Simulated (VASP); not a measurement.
# Ti12NO23 (a cell with a defect) (Rutile) in VASP: electric field gradients with PBE

Aim: the electric field gradients of Ti12NO23 (a cell with a defect) (Rutile) with PBE.

All numbers are computed with VASP 6.6.1; they aren't measurements. Logs are shortened: lines on timing, memory, paths and dates and some standing lists are left out, and cuts for length are marked.

### 1 The cell of the first run

The cell holds a defect, 36 atoms: a = 6.494 Å, b = 6.494 Å, c = 8.872 Å, α = 90.00°, β = 90.00°, γ = 90.00°.

### 2 Electric field gradients, PBE

INCAR

```
  PREC = Accurate
  ENCUT = 520
  EDIFF = 1E-8
  ISMEAR = -1
  SIGMA = 0.01
  LREAL = Auto
  LASPH = True
  NELM = 60
  ALGO = Normal
  ISIF = 2
  LWAVE = False
  LCHARG = False
  GGA = PE
  LEFG = True
  NELECT = 288.0
  NBANDS = 168
  LUSENCCL = False
```

KPOINTS

```
regular mesh
0
Gamma
  3 3 2
```

POSCAR

```
Ti12NO23
1.0
    4.5922000000      4.5922000000      0.0000000000
   -4.5922000000      4.5922000000      0.0000000000
    0.0000000000      0.0000000000      8.8722000000
Ti N O
12 1 23
Direct
    0.0000000000      0.0000000000      0.0000000000
    0.0000000000      0.0000000000      0.3333333333
    0.0000000000      0.0000000000      0.6666666667
    0.5000000000      0.5000000000      0.0000000000
    0.5000000000      0.5000000000      0.3333333333
    0.5000000000      0.5000000000      0.6666666667
    0.5000000000      0.0000000000      0.1666666667
    0.5000000000      0.0000000000      0.5000000000
    0.5000000000      0.0000000000      0.8333333333
    0.0000000000      0.5000000000      0.1666666667
    0.0000000000      0.5000000000      0.5000000000
    0.0000000000      0.5000000000      0.8333333333
    0.3049600000      0.0000000000      0.0000000000
    0.3049600000      0.0000000000      0.3333333333
    0.3049600000      0.0000000000      0.6666666667
    0.8049600000      0.5000000000      0.0000000000
    0.8049600000      0.5000000000      0.3333333333
    0.8049600000      0.5000000000      0.6666666667
    0.5000000000      0.3049600000      0.1666666667
    0.5000000000      0.3049600000      0.5000000000
    0.5000000000      0.3049600000      0.8333333333
    0.0000000000      0.8049600000      0.1666666667
    0.0000000000      0.8049600000      0.5000000000
    0.0000000000      0.8049600000      0.8333333333
    0.6950400000      0.0000000000      0.0000000000
    0.6950400000      0.0000000000      0.3333333333
    0.6950400000      0.0000000000      0.6666666667
    0.1950400000      0.5000000000      0.0000000000
    0.1950400000      0.5000000000      0.3333333333
    0.1950400000      0.5000000000      0.6666666667
    0.5000000000      0.6950400000      0.1666666667
    0.5000000000      0.6950400000      0.5000000000
    0.5000000000      0.6950400000      0.8333333333
    0.0000000000      0.1950400000      0.1666666667
    0.0000000000      0.1950400000      0.5000000000
    0.0000000000      0.1950400000      0.8333333333
```

Potentials or basis: VASP PAW PBE potentials, release 64 (Ti_sv, N, O).

The run is started by

```sh
$ cat potpaw_PBE.64/Ti_sv/POTCAR potpaw_PBE.64/N/POTCAR potpaw_PBE.64/O/POTCAR > POTCAR
$ mpirun -np 1 vasp_std > vasp.out
```

OUTCAR:

```text
PREC = Accurate
   ENCUT = 520
   EDIFF = 1E-8
   ISMEAR = -1
   LREAL = Auto
   LASPH = True
   NELM = 60
   ISIF = 2
   GGA = PE
   NELECT = 288.0

 ion  position               nearest neighbor table
   1  0.000  0.000  0.000-  22 1.95  24 1.95  34 1.95  36 1.95  13 1.98  25 1.98
   2  0.000  0.000  0.333-  22 1.95  34 1.95  23 1.95  35 1.95  14 1.98  26 1.98
   3  0.000  0.000  0.667-  24 1.95  36 1.95  35 1.95  23 1.95  15 1.98  27 1.98
   4  0.500  0.500  0.000-  19 1.95  21 1.95  31 1.95  33 1.95  16 1.98  28 1.98
   5  0.500  0.500  0.333-  19 1.95  31 1.95  20 1.95  32 1.95  17 1.98  29 1.98
   6  0.500  0.500  0.667-  21 1.95  33 1.95  32 1.95  20 1.95  18 1.98  30 1.98
   7  0.500  0.000  0.167-  14 1.95  26 1.95  25 1.95  13 1.95  19 1.98  31 1.98
   8  0.500  0.000  0.500-  14 1.95  15 1.95  26 1.95  27 1.95  20 1.98  32 1.98
   9  0.500  0.000  0.833-  15 1.95  27 1.95  25 1.95  13 1.95  21 1.98  33 1.98
  10  0.000  0.500  0.167-  17 1.95  29 1.95  28 1.95  16 1.95  22 1.98  34 1.98
  11  0.000  0.500  0.500-  17 1.95  18 1.95  29 1.95  30 1.95  23 1.98  35 1.98
  12  0.000  0.500  0.833-  18 1.95  30 1.95  28 1.95  16 1.95  24 1.98  36 1.98
  13  0.305  0.000  0.000-   7 1.95   9 1.95   1 1.98
  14  0.305  0.000  0.333-   7 1.95   8 1.95   2 1.98
  15  0.305  0.000  0.667-   9 1.95   8 1.95   3 1.98
  16  0.805  0.500  0.000-  10 1.95  12 1.95   4 1.98
  17  0.805  0.500  0.333-  10 1.95  11 1.95   5 1.98
[... 17 lines left out ...]
  35  0.000  0.195  0.500-   2 1.95   3 1.95  11 1.98
  36  0.000  0.195  0.833-   3 1.95   1 1.95  12 1.98

  LATTYP: Found a simple tetragonal cell.
 ALAT       =     6.4943515211
 C/A-ratio  =     1.3661410183

  Lattice vectors:

 A1 = (   4.5922000000,   4.5922000000,   0.0000000000)
 A2 = (  -4.5922000000,   4.5922000000,   0.0000000000)
 A3 = (   0.0000000000,   0.0000000000,   8.8722000000)

Analysis of symmetry for initial positions (statically):
=====================================================================
 Subroutine PRICEL returns:
 Original cell was already a primitive cell.

 Routine SETGRP: Setting up the symmetry group for a
 simple tetragonal supercell.

 Subroutine GETGRP returns: Found  4 space group operations
 (whereof  4 operations were pure point group operations)
 out of a pool of 16 trial point group operations.

The static configuration has the point symmetry C_2v.

Analysis of symmetry for dynamics (positions and initial velocities):
=====================================================================
 Subroutine PRICEL returns:
 Original cell was already a primitive cell.

 Routine SETGRP: Setting up the symmetry group for a
 simple tetragonal supercell.

 Subroutine GETGRP returns: Found  4 space group operations
 (whereof  4 operations were pure point group operations)
 out of a pool of 16 trial point group operations.

The dynamic configuration has the point symmetry C_2v.

 Subroutine INISYM returns: Found  4 space group operations
 (whereof  4 operations are pure point group operations),
 and found     1 'primitive' translations

----------------------------------------------------------------------------------------

                                     Primitive cell

  volume of cell :     374.1992

  direct lattice vectors                    reciprocal lattice vectors
     4.592200000  4.592200000  0.000000000     0.108880275  0.108880275 -0.000000000
    -4.592200000  4.592200000  0.000000000    -0.108880275  0.108880275  0.000000000
     0.000000000  0.000000000  8.872200000     0.000000000 -0.000000000  0.112711616

  length of vectors
     6.494351521  6.494351521  8.872200000     0.153979962  0.153979962  0.112711616

  position of ions in fractional coordinates (direct lattice)
     0.000000000  0.000000000  0.000000000
     0.000000000  0.000000000  0.333333333
     0.000000000  0.000000000  0.666666667
     0.500000000  0.500000000  0.000000000
     0.500000000  0.500000000  0.333333333
     0.500000000  0.500000000  0.666666667
[... 28 lines left out ...]
     0.000000000  0.195040000  0.500000000
     0.000000000  0.195040000  0.833333333

  ion indices of the primitive-cell ions
[... 99 lines left out ...]
   ISYM   =      2    0-nonsym 1-usesym 2-fastsym
   POTIM  = 0.5000    time-step for ionic-motion
   TEBEG  =    0.0;   TEEND  =   0.0 temperature during run
   PSTRESS=    0.0 pullay stress
   NELECT =     288.0000    total number of electrons
   NUPDOWN=      -1.0000    fix difference up-down
   EMIN   =  10.00;   EMAX   =-10.00  energy-range for DOS
   EFERMI =   0.00;   METHOD = LEGACY
   ISMEAR =    -1;   SIGMA  =   0.01  broadening in eV -4-tet -1-fermi 0-gaus
   EFERMI_NEDOS =   21; number of points for ismear=-14 and -15
   IALGO  =     38    algorithm
   IMIX   =      4    mixing-type and parameters
     AMIX     =   0.40;   BMIX     =  1.00
     AMIX_MAG =   1.60;   BMIX_MAG =  1.00
  volume/ion in A,a.u.               =      10.39        70.15
  Fermi-wavevector in a.u.,A,eV,Ry     =   1.500277  2.835112 30.624403  2.250830
  Thomas-Fermi vector in A             =   2.611798
   LORBIT       =      0    0 simple, 1 ext, 2 COOP (PROOUT), +10 PAW based schemes
   GGA     = PE    functional components
   LHFCALC =     F    Hartree Fock is set to
   AEXX    =    0.0000 exact exchange contribution
   IVDW    =     0    specifies the selected vdW correction
   LEPSILON=     F    determine dielectric tensor
   LRPA    =     F    only Hartree local field effects (RPA)
 non-spin polarized calculation
  energy-cutoff  :      520.00
  volume of cell :      374.20
 maximum number of plane-waves:     10086
   NGX = 25   NGY = 25   NGZ = 33

 number of electron     287.9999983 magnetization

 Free energy of the ion-electron system (eV)
  ---------------------------------------------------
  ext. energy  EPLUGINS =         0.00000000
  ---------------------------------------------------
  free energy    TOTEN  =      -314.74056303 eV

  energy without entropy =     -314.74056303  energy(sigma->0) =     -314.74056303

 E-fermi :   5.7469     XC(G=0): -11.4578

 val. band max:        5.5257879093   @ k =   0.3333   0.0000   0.0000
 cond. band min:       6.6545829973   @ k =   0.0000   0.0000   0.0000
 fundamental gap:      1.1287950880
 Fermi energy:         5.7469079791

 k-point     1 :       0.0000    0.0000    0.0000
  band No.  band energies     occupation
      1     -52.1700      2.00000
      2     -52.1106      2.00000
      3     -52.0939      2.00000
      4     -52.0870      2.00000
      5     -52.0620      2.00000
      6     -52.0395      2.00000
[... 1261 lines left out ...]
    155       7.6729      0.00000
    156       7.6932      0.00000
 [bands above 156 left out]

------------------------ aborting loop because EDIFF is reached ----------------------------------------

  FORCE on cell =-STRESS in cart. coord.  units (eV):
  Direction    XX          YY          ZZ          XY          YZ          ZX
  --------------------------------------------------------------------------------------
  -------------------------------------------------------------------------------------
  Total       28.1597184     28.1597184     25.7629203     -0.7275377      0.0000000      0.0000000
  in kB      120.5690897    120.5690897    110.3069215     -3.1150370      0.0000000      0.0000000
  external PRESSURE =     117.1483669 kB  Pullay stress =       0.0000000 kB

 VOLUME and BASIS-vectors are now :
 -----------------------------------------------------------------------------
  energy-cutoff  :      520.00
  volume of cell :      374.20
      direct lattice vectors                 reciprocal lattice vectors
     4.592200000  4.592200000  0.000000000     0.108880275  0.108880275 -0.000000000
    -4.592200000  4.592200000  0.000000000    -0.108880275  0.108880275  0.000000000
     0.000000000  0.000000000  8.872200000     0.000000000 -0.000000000  0.112711616

 POSITION                                       TOTAL-FORCE (eV/Angst)
 -----------------------------------------------------------------------------------
      0.00000      0.00000      0.00000         1.022990      1.022990     -0.000000
      0.00000      0.00000      2.95740        -0.047193     -0.047193     -0.444626
      0.00000      0.00000      5.91480        -0.047193     -0.047193      0.444626
      0.00000      4.59220      0.00000        -0.040828     -0.040828     -0.000000
      0.00000      4.59220      2.95740        -0.011095     -0.011095     -0.480967
      0.00000      4.59220      5.91480        -0.011095     -0.011095      0.480967
[... 28 lines left out ...]
     -0.89566      0.89566      4.43610        -0.232968      0.254715     -0.000000
     -0.89566      0.89566      7.39350        -0.524094      0.277012     -0.474310
 -----------------------------------------------------------------------------------
    total drift:                               -0.001859     -0.001859     -0.000000

  FREE ENERGIE OF THE ION-ELECTRON SYSTEM (eV)
  ---------------------------------------------------
  free  energy   TOTEN  =      -314.7405630322 eV

  energy  without entropy=     -314.7405630322  energy(sigma->0) =     -314.74056303

 Electric field gradients (V/A^2)
---------------------------------------------------------------------
 ion       V_xx      V_yy      V_zz      V_xy      V_xz      V_yz
---------------------------------------------------------------------
   1       1.485     1.485    -2.969   -21.127    -0.000     0.000
   2      10.223    10.223   -20.445    -0.061     0.225     0.225
   3      10.223    10.223   -20.445    -0.061    -0.225    -0.225
   4      11.599    11.599   -23.198     5.990    -0.000     0.000
   5      11.964    11.964   -23.928     5.370     0.394     0.394
   6      11.964    11.964   -23.928     5.370    -0.394    -0.394
[... 28 lines left out ...]
  35       0.318     0.122    -0.440   -23.726     0.000    -0.000
  36      -0.978     0.280     0.699   -24.590    -0.730     1.082
---------------------------------------------------------------------

 Electric field gradients after diagonalization (V/A^2)
 (convention: |V_zz| > |V_xx| > |V_yy|)
----------------------------------------------------------------------
 ion       V_xx      V_yy      V_zz     asymmetry (V_yy - V_xx)/ V_zz
----------------------------------------------------------------------
   1     -19.642    -2.969    22.612       0.737
   2      10.283    10.165   -20.448       0.006
   3      10.283    10.165   -20.448       0.006
   4      17.589     5.609   -23.198       0.516
   5      17.341     6.594   -23.935       0.449
   6      17.341     6.594   -23.935       0.449
[... 28 lines left out ...]
  35     -23.506    -0.440    23.946       0.963
  36      24.319     0.631   -24.950       0.949
----------------------------------------------------------------------

           NMR quadrupolar parameters

 Cq : quadrupolar parameter    Cq=e*Q*V_zz/h
 eta: asymmetry parameters     (V_yy - V_xx)/ V_zz
 Q  : nuclear electric quadrupole moment in mb (millibarn)
----------------------------------------------------------------------
 ion       Cq(MHz)       eta       Q (mb)
----------------------------------------------------------------------
   1       0.055       0.737       1.000
   2      -0.049       0.006       1.000
   3      -0.049       0.006       1.000
   4      -0.056       0.516       1.000
   5      -0.058       0.449       1.000
   6      -0.058       0.449       1.000
[... 28 lines left out ...]
  35       0.058       0.963       1.000
  36      -0.060       0.949       1.000
----------------------------------------------------------------------
```

It used 160 s of CPU time on 1 × NVIDIA H100 80GB with 1 thread of AMD EPYC 7R13 Processor (Zen 3) (shared host).

What came out:

```
Free energy   : -314.7406 eV
Largest force : 2.359 eV/Å
```

Forces in eV/Å, atoms in the order of the input:
```
Ti   1.023  1.023  0.000
Ti  -0.047 -0.047 -0.445
Ti  -0.047 -0.047  0.445
Ti  -0.041 -0.041  0.000
Ti  -0.011 -0.011 -0.481
Ti  -0.011 -0.011  0.481
Ti  -0.649 -0.649 -2.172
Ti   0.078  0.078  0.000
Ti  -0.649 -0.649  2.172
Ti   0.031  0.031 -0.125
Ti  -0.007 -0.007  0.000
Ti   0.031  0.031  0.125
N   -0.150 -0.150  0.000
O   -0.307 -0.307  0.541
O   -0.307 -0.307 -0.541
O   -0.044 -0.044  0.000
O   -0.061 -0.061  0.126
O   -0.061 -0.061 -0.126
O   -0.295  0.445  0.240
O    0.045 -0.040  0.000
O   -0.295  0.445 -0.240
O    0.277 -0.524  0.474
O    0.255 -0.233  0.000
O    0.277 -0.524 -0.474
O    0.259  0.259  0.000
O    0.500  0.500  0.778
O    0.500  0.500 -0.778
O    0.028  0.028  0.000
O    0.056  0.056  0.106
O    0.056  0.056 -0.106
O    0.445 -0.295  0.240
O   -0.040  0.045  0.000
O    0.445 -0.295 -0.240
O   -0.524  0.277  0.474
O   -0.233  0.255  0.000
O   -0.524  0.277 -0.474
```

Electric field gradients, principal values (V/Å²):
```tsv
atom	least	middle	greatest (by size)
1 Ti	-2.969	-19.642	22.612
2 Ti	10.165	10.283	-20.448
3 Ti	10.165	10.283	-20.448
4 Ti	5.609	17.589	-23.198
5 Ti	6.594	17.341	-23.935
6 Ti	6.594	17.341	-23.935
7 Ti	9.747	31.141	-40.888
8 Ti	6.476	19.448	-25.924
9 Ti	9.747	31.141	-40.888
10 Ti	8.521	10.671	-19.193
11 Ti	7.887	13.273	-21.160
12 Ti	8.521	10.671	-19.193
13 N	-10.431	-13.196	23.627
14 O	-3.580	-17.303	20.883
15 O	-3.580	-17.303	20.883
16 O	-0.113	-23.251	23.364
17 O	-0.261	-23.213	23.474
18 O	-0.261	-23.213	23.474
19 O	-0.630	-19.049	19.679
20 O	-1.501	-20.399	21.901
21 O	-0.630	-19.049	19.679
22 O	0.631	24.319	-24.950
23 O	-0.440	-23.506	23.946
24 O	0.631	24.319	-24.950
25 O	2.939	11.136	-14.076
26 O	-4.142	-17.584	21.726
27 O	-4.142	-17.584	21.726
28 O	-0.068	-23.459	23.527
29 O	-0.331	-23.141	23.472
30 O	-0.331	-23.141	23.472
31 O	-0.630	-19.049	19.679
32 O	-1.501	-20.399	21.901
33 O	-0.630	-19.049	19.679
34 O	0.631	24.319	-24.950
35 O	-0.440	-23.506	23.946
36 O	0.631	24.319	-24.950
```

Caveat: the cell carries a net charge on a neutralising background, which shifts energy and pressure; the cell is charged against a uniform background, so pressure and absolute levels hang on convention; without QUAD_EFG the Cq values of the log hold for a quadrupole moment of 1 mb, not for the nuclei.
